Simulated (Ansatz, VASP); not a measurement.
# Two plane-wave programs on SnO

Contents of INCAR:

```
PREC = Accurate ; ENCUT = 520
EDIFF = 1E-6 ; ISMEAR = -1
SIGMA = 0.05 ; LREAL = False
LASPH = True ; NELM = 60
ALGO = Normal ; ISIF = 2
LWAVE = False ; LCHARG = True
GGA = RE ; LELF = True
LVHAR = True ; NBANDS = 28
```

File KPOINTS:

```
Automatic mesh
0
Gamma
  7 7 6
```

POSCAR

```
SnO
1.0
    3.7621524798      0.0000000000      0.0000000000
    0.0000000000      3.7621524798      0.0000000000
    0.0000000000      0.0000000000      4.8208658347
Sn O
2 2
Direct
    0.5000000000      0.0000000000      0.7646261400
    0.0000000000      0.5000000000      0.2353738600
    0.0000000000      0.0000000000      0.0000000000
    0.5000000000      0.5000000000      0.0000000000
```

input.yaml

```yaml
crystal:
  lattice:
    - [3.7621524798, 0.0, 0.0]
    - [0.0, 3.7621524798, 0.0]
    - [0.0, 0.0, 4.8208658347]
  atoms:
    - { symbol: Sn, position: [0.5, 0.0, 0.76462614] }
    - { symbol: Sn, position: [0.0, 0.5, 0.23537386] }
    - { symbol: O, position: [0.0, 0.0, 0.0] }
    - { symbol: O, position: [0.5, 0.5, 0.0] }
hamiltonian:
  xc: revpbe
  pseudopotentials: { kind: paw }
kpoints:
  mp_grid: { grid: [7, 7, 6] }
scf:
  occupations: { method: fermi_dirac, width: 0.05 }
output:
  forces: true
  stress: true
  eigenvalues: true
```

Alike in both runs: task single point; functional revPBE; k mesh 7 × 7 × 6; occupations fermi-dirac, width 0.05 eV; no spin polarisation.

```csv
,VASP,Ansatz
version,VASP 6.6.1,Ansatz 0.2.0
potentials or method,"VASP PAW PBE potentials, release 64 (Sn_d, O)",Ansatz PAW
plane-wave cutoff (eV),520,420
valence electrons in the cell,40,40
```

Ansatz gave:

```
gap on the k mesh at the Fermi level (eV)                     : 0.21
least direct gap on the mesh (eV)                             : 2.09
pressure (GPa)                                                : 10.0
traceless stress, the component that is largest in VASP (GPa) : -1.60
rms of the force components (eV/Å)                            : 0.457
```

Q: What did VASP give for the same quantities?

A: gap on the k mesh at the Fermi level (eV): 0.22; least direct gap on the mesh (eV): 2.07; pressure (GPa): 10.3; traceless stress, the component that is largest in VASP (GPa): -1.59; rms of the force components (eV/Å): 0.497.

VASP's potentials were made for PBE, not for revPBE. Atom by atom the forces differ by 0.040 eV/Å (rms over components).

Noted on Ansatz's run: odd divisions of the mesh miss points on the zone boundary, where band edges often lie, so the gap on the mesh can be too wide.
